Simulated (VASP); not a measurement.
Input of a VASP 6.6.1 run:

INCAR

```
SYSTEM = Au
ALGO = Normal
EDIFF = 1E-6
ENCUT = 520
GGA = PS
ISIF = 2
ISMEAR = 0
LASPH = .TRUE.
LCHARG = .FALSE.
LREAL = .FALSE.
LWAVE = .FALSE.
NBANDS = 12
NELM = 60
PREC = Accurate
SIGMA = 0.1
```

KPOINTS

```
k-points
0
G
  18 18 18
  0 0 0
```

File POSCAR:

```
Au
1.0
    0.0000000000      2.0419216047      2.0419216047
    2.0419216047      0.0000000000      2.0419216047
    2.0419216047      2.0419216047      0.0000000000
Au
1
Direct
    0.0000000000      0.0000000000      0.0000000000
```

Potentials or basis: VASP PAW PBE potentials, release 64 (Au).

The run is started by

```bash
$ cat potpaw_PBE.64/Au/POTCAR > POTCAR
$ mpirun -np 1 vasp_std > vasp.out
```

Estimate the pressure.

-0.3 GPa.

Caveat: the PAW data sets were made with another functional, which shifts forces and pressure a little.
